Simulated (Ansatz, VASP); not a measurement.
# Si in VASP and in Ansatz

```
Si
1.0
     0.00000    2.73483    2.73483
     2.73483    0.00000    2.73483
     2.73483    2.73483    0.00000
Si
2
Direct
  0.00000 0.00000 0.00000
  0.25000 0.25000 0.25000
```

Alike in both runs: functional PBE; k mesh 10 × 10 × 10; occupations gaussian, width 0.02 eV; no spin polarisation.

Ansatz relaxed the structure, and its values are those at the end. VASP's run is a single point on that final structure, the one shown.

|  | VASP | Ansatz |
| --- | --- | --- |
| version | VASP 6.6.1 | Ansatz 0.2.0 |
| potentials or method | VASP PAW PBE potentials, release 64 (Si), cutoff 500 eV | scalar-relativistic, plane waves, PAW |
| valence electrons in the cell | 8 | 8 |

```tsv
	VASP	Ansatz	Ansatz less VASP
gap on the k mesh at the Fermi level (eV)	0.62	0.62	-0.001
least direct gap on the mesh (eV)	2.56	2.55	-0.005
pressure (GPa)	0.0	0.0	+0.06
```

With one functional, cell and mesh, what is left measures potentials, basis and numerics.
